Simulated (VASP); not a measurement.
# Se (P3_221) in VASP: a series of runs

The runs below take Se through relaxation of cell and atoms, single point, with PBE+D3(BJ), r2SCAN.

Everything below comes from runs of VASP 6.6.1. Logs are shortened: lines on timing, memory, paths and dates and some standing lists are left out, and cuts for length are marked.

## Step 1: The cell of the first run

It takes space group P3_221 (No. 154, trigonal). The conventional cell has a = 4.355 Å, b = 4.355 Å, c = 4.949 Å, α = 90.00°, β = 90.00°, γ = 120.00°. Se (site symmetry 2) has 2 Se at 2.32 Å within 3.1 Å.

## Step 2: Relaxation of cell and atoms, PBE+D3(BJ)

Input file INCAR:

```
SYSTEM = Se
  PREC = Accurate
  ENCUT = 600
  EDIFF = 1E-6
  ISMEAR = 0
  SIGMA = 0.1
  LREAL = .False.
  LASPH = .True.
  NELM = 60
  ALGO = Normal
  ISIF = 3
  LWAVE = .False.
  LCHARG = .False.
  GGA = PE
  IVDW = 12
  IBRION = 2
  NSW = 100
  EDIFFG = -0.05
```

Input file KPOINTS:

```
regular mesh
0
Gamma
  6 6 4
  0 0 0
```

Input file POSCAR:

```
Se
1.0
    4.3551696776      0.0000000000      0.0000000000
   -2.1775848388      3.7716875786      0.0000000000
    0.0000000000      0.0000000000      4.9494500000
Se
3
Direct
    0.2170000000      0.0000000000      0.1666666667
    0.0000000000      0.2170000000      0.8333333333
    0.7830000000      0.7830000000      0.5000000000
```

Potentials or basis: VASP PAW PBE potentials, release 64 (Se).

Run with:

```console
$ cat potpaw_PBE.64/Se/POTCAR > POTCAR
$ mpirun -np 1 vasp_std > vasp.out
```

OUTCAR:

```text
SYSTEM = Se
   PREC = Accurate
   ENCUT = 600
   EDIFF = 1E-6
   ISMEAR = 0
   LREAL = .False.
   LASPH = .True.
   NELM = 60
   ISIF = 3
   GGA = PE
   IVDW = 12
   IBRION = 2
   NSW = 100
   EDIFFG = -0.05
 IVDW          = 12

 ion  position               nearest neighbor table
   1  0.217  0.000  0.167-   3 2.32   2 2.32
   2  0.000  0.217  0.833-   3 2.32   1 2.32
   3  0.783  0.783  0.500-   1 2.32   2 2.32

  LATTYP: Found a hexagonal cell.
 ALAT       =     4.3551696776
 C/A-ratio  =     1.1364539998

  Lattice vectors:

 A1 = (   4.3551696776,   0.0000000000,   0.0000000000)
 A2 = (  -2.1775848388,   3.7716875786,   0.0000000000)
 A3 = (   0.0000000000,   0.0000000000,   4.9494500000)

Analysis of symmetry for initial positions (statically):
=====================================================================
 Subroutine PRICEL returns:
 Original cell was already a primitive cell.

 Routine SETGRP: Setting up the symmetry group for a
 hexagonal supercell.

 Subroutine GETGRP returns: Found  6 space group operations
 (whereof  2 operations were pure point group operations)
 out of a pool of 24 trial point group operations.

The static configuration has the point symmetry C_2 .
 The point group associated with its full space group is D_3 .

Analysis of symmetry for dynamics (positions and initial velocities):
=====================================================================
 Subroutine PRICEL returns:
 Original cell was already a primitive cell.

 Routine SETGRP: Setting up the symmetry group for a
 hexagonal supercell.

 Subroutine GETGRP returns: Found  6 space group operations
 (whereof  2 operations were pure point group operations)
 out of a pool of 24 trial point group operations.

The dynamic configuration has the point symmetry C_2 .
 The point group associated with its full space group is D_3 .

 Subroutine INISYM returns: Found  6 space group operations
 (whereof  2 operations are pure point group operations),
 and found     1 'primitive' translations

----------------------------------------------------------------------------------------

                                     Primitive cell

  volume of cell :      81.3013

  direct lattice vectors                    reciprocal lattice vectors
     4.355169678  0.000000000  0.000000000     0.229612179  0.132566653  0.000000000
    -2.177584839  3.771687579  0.000000000     0.000000000  0.265133307  0.000000000
     0.000000000  0.000000000  4.949450000     0.000000000  0.000000000  0.202042651

  length of vectors
     4.355169678  4.355169678  4.949450000     0.265133307  0.265133307  0.202042651

  position of ions in fractional coordinates (direct lattice)
     0.217000000  0.000000000  0.166666667
     0.000000000  0.217000000  0.833333333
     0.783000000  0.783000000  0.500000000

  ion indices of the primitive-cell ions
   primitive index   ion index
                 1           1
                 2           2
                 3           3

----------------------------------------------------------------------------------------

 KPOINTS: regular mesh

Automatic generation of k-mesh.
 Grid dimensions read from file:
 generate k-points for:    6    6    4

 Generating k-lattice:

  Cartesian coordinates                     Fractional coordinates (reciprocal lattice)
     0.038268697  0.022094442  0.000000000     0.166666667  0.000000000  0.000000000
     0.000000000  0.044188884  0.000000000     0.000000000  0.166666667  0.000000000
     0.000000000  0.000000000  0.050510663     0.000000000  0.000000000  0.250000000

  Length of vectors
     0.044188884  0.044188884  0.050510663

  Shift w.r.t. Gamma in fractional coordinates (k-lattice)
     0.000000000  0.000000000  0.000000000

 Subroutine IBZKPT returns following result:
 ===========================================

 Found     24 irreducible k-points:

 Following reciprocal coordinates:
            Coordinates               Weight
  0.000000  0.000000  0.000000      1.000000
  0.166667 -0.000000  0.000000      6.000000
  0.333333 -0.000000  0.000000      6.000000
  0.500000 -0.000000  0.000000      3.000000
  0.166667  0.166667  0.000000      6.000000
  0.333333  0.166667  0.000000     12.000000
[... 16 lines left out ...]
  0.333333  0.166667  0.500000     12.000000
  0.333333  0.333333  0.500000      2.000000
   k-points           NKPTS =     24   k-points in BZ     NKDIM =     24   number of bands    NBANDS=     13
   number of dos      NEDOS =    301   number of ions     NIONS =      3
   total plane-waves  NPLWV =  51840
   dimension x,y,z NGX =    36 NGY =   36 NGZ =   40
   dimension x,y,z NGXF=    72 NGYF=   72 NGZF=   80
   ions per type =               3
   NGX,Y,Z   is equivalent  to a cutoff of  13.74, 13.74, 13.44 a.u.
   NGXF,Y,Z  is equivalent  to a cutoff of  27.48, 27.48, 26.87 a.u.
 SYSTEM =  Se
   PREC   = accura    normal or accurate (medium, high low for compatibility)
   ISTART =      0    job   : 0-new  1-cont  2-samecut
   ICHARG =      2    charge: 1-file 2-atom 10-const
   ISPIN  =      1    spin polarized calculation?
   LNONCOLLINEAR =      F non collinear calculations
   LSORBIT =      F    spin-orbit coupling
   LASPH  =      T    aspherical Exc in radial PAW
   ENCUT  =  600.0 eV  44.10 Ry    6.64 a.u.   8.70  8.70  9.89*2*pi/ulx,y,z
   NELM   =     60;   NELMIN=  2; NELMDL= -5     # of ELM steps
   EDIFF  = 0.1E-05   stopping-criterion for ELM
   LREAL  =      F    real-space projection
   EDIFFG = -.5E-01   stopping-criterion for IOM
   NSW    =    100    number of steps for IOM
   IBRION =      2    ionic relax: 0-MD 1-quasi-New 2-CG
   NFREE  =      1    steps in history (QN), initial steepest desc. (CG)
   ISIF   =      3    stress and relaxation
   ISYM   =      2    0-nonsym 1-usesym 2-fastsym
   POTIM  = 0.5000    time-step for ionic-motion
   TEBEG  =    0.0;   TEEND  =   0.0 temperature during run
   PSTRESS=    0.0 pullay stress
   NELECT =      18.0000    total number of electrons
   NUPDOWN=      -1.0000    fix difference up-down
   EMIN   =  10.00;   EMAX   =-10.00  energy-range for DOS
   EFERMI =   0.00;   METHOD = LEGACY
   ISMEAR =     0;   SIGMA  =   0.10  broadening in eV -4-tet -1-fermi 0-gaus
   EFERMI_NEDOS =   21; number of points for ismear=-14 and -15
   IALGO  =     38    algorithm
   IMIX   =      4    mixing-type and parameters
     AMIX     =   0.40;   BMIX     =  1.00
     AMIX_MAG =   1.60;   BMIX_MAG =  1.00
  volume/ion in A,a.u.               =      27.10       182.88
  Fermi-wavevector in a.u.,A,eV,Ry     =   0.990375  1.871538 13.345180  0.980843
  Thomas-Fermi vector in A             =   2.122041
   LORBIT       =      0    0 simple, 1 ext, 2 COOP (PROOUT), +10 PAW based schemes
   GGA     = PE    functional components
   LHFCALC =     F    Hartree Fock is set to
   AEXX    =    0.0000 exact exchange contribution
   IVDW    =    12    specifies the selected vdW correction
   LEPSILON=     F    determine dielectric tensor
   LRPA    =     F    only Hartree local field effects (RPA)
 conjugate gradient relaxation of ions
 non-spin polarized calculation
 Gauss-broadening in eV      SIGMA  =   0.10
  energy-cutoff  :      600.00
  volume of cell :       81.30
 maximum number of plane-waves:      2756
 NGX is ok and might be reduce to    36
   NGX = 17   NGY = 17   NGZ = 19

--------------------------------------- Ionic step        1  -------------------------------------------

 number of electron      17.9999999 magnetization

 Free energy of the ion-electron system (eV)
  ---------------------------------------------------
  ext. energy  EPLUGINS =         0.00000000
  ---------------------------------------------------
  free energy    TOTEN  =       -10.36942568 eV

  energy without entropy =      -10.36942568  energy(sigma->0) =      -10.36942568

------------------------ aborting loop because EDIFF is reached ----------------------------------------

 Edisp (eV)   -0.95094

 E8    (eV) :    -0.3910

  FORCE on cell =-STRESS in cart. coord.  units (eV):
  Direction    XX          YY          ZZ          XY          YZ          ZX
  --------------------------------------------------------------------------------------
  -------------------------------------------------------------------------------------
  Total       1.32540     1.32540     2.86872    -0.00000     0.00000     0.00000
  in kB      26.11920    26.11920    56.53296    -0.00000     0.00000     0.00000
  external pressure =       36.26 kB  Pullay stress =        0.00 kB
[... 100 lines left out ...]
  FREE ENERGIE OF THE ION-ELECTRON SYSTEM (eV)
  ---------------------------------------------------
  free  energy   TOTEN  =       -11.4111350266 eV

  energy  without entropy=      -11.4111350265  energy(sigma->0) =      -11.41113503

[... ionic steps 4 to 13 ...]

--------------------------------------- Ionic step       14  -------------------------------------------

 number of electron      17.9999999 magnetization

------------------------ aborting loop because EDIFF is reached ----------------------------------------

 Edisp (eV)   -1.07790

 E8    (eV) :    -0.4454
[... 71 lines left out ...]
  energy  without entropy=      -11.4890476105  energy(sigma->0) =      -11.48904809

--------------------------------------- Ionic step       16  -------------------------------------------

 number of electron      18.0000000 magnetization

 Free energy of the ion-electron system (eV)
  ---------------------------------------------------
  ext. energy  EPLUGINS =         0.00000000
  ---------------------------------------------------
  free energy    TOTEN  =       -10.42238568 eV

  energy without entropy =      -10.42238427  energy(sigma->0) =      -10.42238497

 E-fermi :   3.9428     XC(G=0):  -9.4276

 val. band max:        3.6651857258   @ k =   0.3333   0.3333   0.5000
 cond. band min:       4.2080046890   @ k =   0.3333   0.3333   0.5000
 fundamental gap:      0.5428189631
 Fermi energy:         3.9428025943

 k-point     1 :       0.0000    0.0000    0.0000
  band No.  band energies     occupation
      1     -12.2781      2.00000
      2      -8.2328      2.00000
      3      -8.2328      2.00000
      4       0.0283      2.00000
      5       0.2291      2.00000
      6       0.2291      2.00000
      7       1.8024      2.00000
      8       1.8024      2.00000
      9       3.1440      2.00000
     10       5.1488      0.00000
     11       5.1488      0.00000
     12       5.7255      0.00000
     13      10.0888      0.00000
[... 400 lines left out ...]
  FREE ENERGIE OF THE ION-ELECTRON SYSTEM (eV)
  ---------------------------------------------------
  free  energy   TOTEN  =       -11.4900286756 eV

  energy  without entropy=      -11.4900272615  energy(sigma->0) =      -11.49002797

 reached required accuracy - stopping structural energy minimisation
```

It took 8.6 min on 1 thread of AMD EPYC 7R13, shared host; peak memory 0.21 GiB.

What came out:

| Item | Value |
| --- | --- |
| Free energy | -11.4900 eV |
| Relaxed volume | 24.52 Å³/atom |
| Relaxed cell | a = 4.072 Å, b = 4.072 Å, c = 5.122 Å, α = 90.00°, β = 90.00°, γ = 120.00° |
| Space group after relaxing (to 0.05 Å) | P3_221 (No. 154) |
| Energy gained by relaxing | 56.6 meV/atom |
| Ionic steps | 16 |
| Pressure after relaxing | 0.1 GPa |
| Largest force after relaxing | 0.009 eV/Å |
| Band gap on the k mesh | 0.54 eV, direct |
| Dispersion energy per atom | -0.356 eV |

Forces on the atoms (eV/Å):
```
Se   0.009  0.000  0.000
Se  -0.004  0.007  0.000
Se  -0.004 -0.007  0.000
```

Step by step:
| step | energy change (eV) | largest force (eV/Å) | pressure (GPa) | volume (Å³) |
| --- | --- | --- | --- | --- |
| 1 | 0.0000 | 1.2043 | 3.63 | 81.30 |
| 2 | 0.0013 | 0.5889 | -4.50 | 88.72 |
| 3 | -0.0908 | 0.1935 | -0.90 | 84.79 |
| 4 | -0.0908 | 0.2102 | -0.83 | 84.72 |
| 5 | -0.1045 | 0.1923 | -0.70 | 83.37 |
| 6 | -0.1355 | 0.1607 | -0.08 | 79.43 |
| 7 | -0.1353 | 0.1661 | 2.43 | 71.90 |
| 8 | -0.1474 | 0.1697 | 0.92 | 75.82 |
| 9 | -0.1563 | 0.0258 | 0.24 | 75.57 |
| 10 | -0.1596 | 0.1303 | -0.56 | 75.25 |
| 11 | -0.1637 | 0.1135 | -0.40 | 74.53 |
| 12 | -0.1674 | 0.0864 | -0.12 | 73.40 |
| 13 | -0.1628 | 0.0334 | 0.61 | 71.13 |
| 14 | -0.1679 | 0.0731 | 0.04 | 72.90 |
| 15 | -0.1687 | 0.0518 | 0.05 | 73.07 |
| 16 | -0.1697 | 0.0086 | 0.10 | 73.55 |

Final structure:
```
Se
1.0
     4.07196    0.00000    0.00000
    -2.03598    3.52642    0.00000
     0.00000    0.00000    5.12186
Se
3
Direct
  0.24736 0.00000 0.16667
  0.00000 0.24736 0.83333
  0.75264 0.75264 0.50000
```

Caveat: the relaxation stopped at a loose force limit of 0.05 eV/Å, so its end isn't a converged minimum.

## Step 3: Single point, r2SCAN

This run uses another cell than the first one, of 24.48 Å³/atom, 0.903 times its volume.

Input file POSCAR:

```
Se
1.0
    4.0663877714      0.0000000000      0.0000000000
   -2.0331938857      3.5215951117      0.0000000000
    0.0000000000      0.0000000000      5.1281022030
Se
3
Direct
    0.2474441096      0.0000000000      0.1666666667
    0.0000000000      0.2474441096      0.8333333333
    0.7525558904      0.7525558904      0.5000000000
```

Input file INCAR.step1:

```
ALGO = Normal
EDIFF = 1E-4
ENCUT = 520
GGA = PE
ISMEAR = 0
LASPH = T
LCHARG = F
LREAL = F
LWAVE = T
NBANDS = 16
NELM = 80
PREC = Accurate
SIGMA = 0.02
```

Input file INCAR.step2:

```
ALGO = Normal
EDIFF = 1E-6
ENCUT = 520
ISIF = 2
ISMEAR = 0
ISTART = 1
LASPH = T
LCHARG = T
LELF = T
LMIXTAU = T
LREAL = F
LVHAR = T
LWAVE = F
METAGGA = R2SCAN
NBANDS = 16
NELM = 80
PREC = Accurate
SIGMA = 0.02
```

Input file KPOINTS:

```
k-points
0
Gamma
  12 12 8
```

Potentials or basis: VASP PAW PBE potentials, release 64 (Se).

Run with:

```console
$ cat potpaw_PBE.64/Se/POTCAR > POTCAR
$ cp INCAR.step1 INCAR
$ mpirun -np 1 vasp_std > vasp.out
$ cp INCAR.step2 INCAR
$ mpirun -np 1 vasp_std > vasp.out
```

Wall time 17 min (1 thread of AMD EPYC 7R13, shared host); peak memory 0.24 GiB.

The run converged. Its results:

```
Free energy            : -42.8014 eV
Pressure               : 1.2 GPa
Largest force          : 0.364 eV/Å
Band gap on the k mesh : 0.71 eV, indirect (least direct gap 0.75 eV)
```

Forces on the atoms (eV/Å):
```
Se  -0.364  0.000  0.000
Se   0.182 -0.315  0.000
Se   0.182  0.315  0.000
```

Stress tensor (GPa, compression positive):
```
1.50 0.00 0.00
0.00 1.50 0.00
0.00 0.00 0.48
```

Levels at points of the mesh, in eV from the valence-band top:
| k point | band 5 | band 6 | band 7 | band 8 | band 9 | band 10 | band 11 | band 12 | band 13 | band 14 |
| --- | --- | --- | --- | --- | --- | --- | --- | --- | --- | --- |
| (0.00, 0.00, 0.00) | -3.59 | -3.59 | -1.97 | -1.97 | -0.60 | 1.63 | 1.63 | 2.24 | 6.88 | 6.88 |
| (0.50, 0.00, 0.00) | -5.14 | -3.94 | -3.64 | -1.55 | -1.05 | 1.68 | 1.94 | 4.49 | 4.89 | 9.16 |
| (0.00, 0.00, 0.50) | -3.26 | -3.26 | -1.50 | -1.42 | -1.42 | 1.06 | 1.18 | 1.18 | 6.19 | 7.58 |
| (0.50, 0.00, 0.50) | -4.55 | -4.38 | -2.47 | -2.00 | -0.08 | 1.50 | 2.68 | 3.15 | 6.48 | 7.90 |

Caveat: the PAW data sets were made with another functional, which shifts forces and pressure a little. A k mesh can miss the band edges.
